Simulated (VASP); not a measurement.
A run of VASP 6.6.1 is set up as follows.

INCAR

```
ALGO = Normal ; DIPOL = 0.5 0.5 0.500
EDIFF = 1E-6 ; ENCUT = 520
GGA = PE ; IDIPOL = 3
ISIF = 2 ; ISMEAR = 0
IVDW = 12 ; LASPH = True
LCHARG = False ; LDIPOL = True
LREAL = False ; LWAVE = False
NBANDS = 27 ; NELM = 100
PREC = Accurate ; SIGMA = 0.02
```

Contents of KPOINTS:

```
k-points
0
Gamma
  9 9 1
```

Contents of POSCAR:

```
InSe
1.0
    4.0270000000      0.0000000000      0.0000000000
   -2.0135000000      3.4874843010      0.0000000000
    0.0000000000      0.0000000000     36.7211901288
Se In
2 2
Direct
    0.0000000000      0.0000000000      0.4234771694
    0.0000000000      0.0000000000      0.5764950858
    0.6666666667      0.3333333333      0.4602865666
    0.6666666667      0.3333333333      0.5396857446
```

Potentials or basis: VASP PAW PBE potentials, release 64 (Se, In_d).

The run is started by

```sh
$ cat potpaw_PBE.64/Se/POTCAR potpaw_PBE.64/In_d/POTCAR > POTCAR
$ mpirun -np 1 vasp_std > vasp.out
```

Q: What does it give for the band gap on the k mesh?

A: 1.66 eV, indirect (least direct gap 1.74 eV).

Q: Predict the largest force.

A: 0.361 eV/Å.

Q: Predict the dispersion energy per atom.

A: -0.216 eV.

Forces on the atoms (eV/Å):
```
Se   0.000  0.000  0.361
Se   0.000  0.000 -0.361
In   0.000  0.000  0.149
In   0.000  0.000 -0.149
```

Caveat: spin-orbit coupling is left out, which moves the levels of the heavy elements.
